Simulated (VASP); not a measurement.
The system is SrMg3.

```
Sr Mg
1.0
     4.94253    0.00000    0.00000
     0.00000    4.94253    0.00000
     0.00000    0.00000    4.94253
Sr Mg
1 3
Cartesian
  0.0000 0.0000 0.0000
  2.4713 2.4713 0.0000
  2.4713 0.0000 2.4713
  0.0000 2.4713 2.4713
```

| Quantity | Value |
| --- | --- |
| Program | VASP 6.6.1 |
| Task | relaxation of cell and atoms |
| Functional | PBEsol |
| Dispersion | D3(BJ) |
| Potentials or basis | VASP PAW PBE potentials, release 64 (Sr_sv, Mg) |
| Cutoff | 600 eV |
| k mesh | 5 × 5 × 5 |
| Occupations | fermi-dirac, width 0.15 eV |
| Spin | no spin polarisation |

At the start: pressure -2.1 GPa; volume 30.18 Å³/atom.

Task: Where does the relaxation end?

Result: Over 3 steps the energy falls by 17.2 meV/atom and the volume is 27.79 Å³/atom (-7.9 %); space group Pm-3m (No. 221, to 0.1 Å) before and after.

The path:
| step | energy change (eV) | largest force (eV/Å) | pressure (GPa) | volume (Å³) |
| --- | --- | --- | --- | --- |
| 1 | 0.0000 | 0.0000 | -2.11 | 120.74 |
| 2 | -0.0620 | 0.0000 | -0.74 | 113.93 |
| 3 | -0.0690 | 0.0000 | -0.05 | 111.15 |

Final structure:
```cif
data_structure
_symmetry_space_group_name_H-M 'P 1'
_symmetry_Int_Tables_number 1
_cell_length_a 4.8080
_cell_length_b 4.8080
_cell_length_c 4.8080
_cell_angle_alpha 90.000
_cell_angle_beta 90.000
_cell_angle_gamma 90.000
_cell_volume 111.15
loop_
_atom_site_label
_atom_site_type_symbol
_atom_site_fract_x
_atom_site_fract_y
_atom_site_fract_z
_atom_site_occupancy
Sr1 Sr 0.00000 0.00000 0.00000 1
Mg1 Mg 0.50000 0.50000 0.00000 1
Mg2 Mg 0.50000 0.00000 0.50000 1
Mg3 Mg 0.00000 0.50000 0.50000 1
```

Caveat: the PAW data sets were made with another functional, which shifts forces and pressure a little.
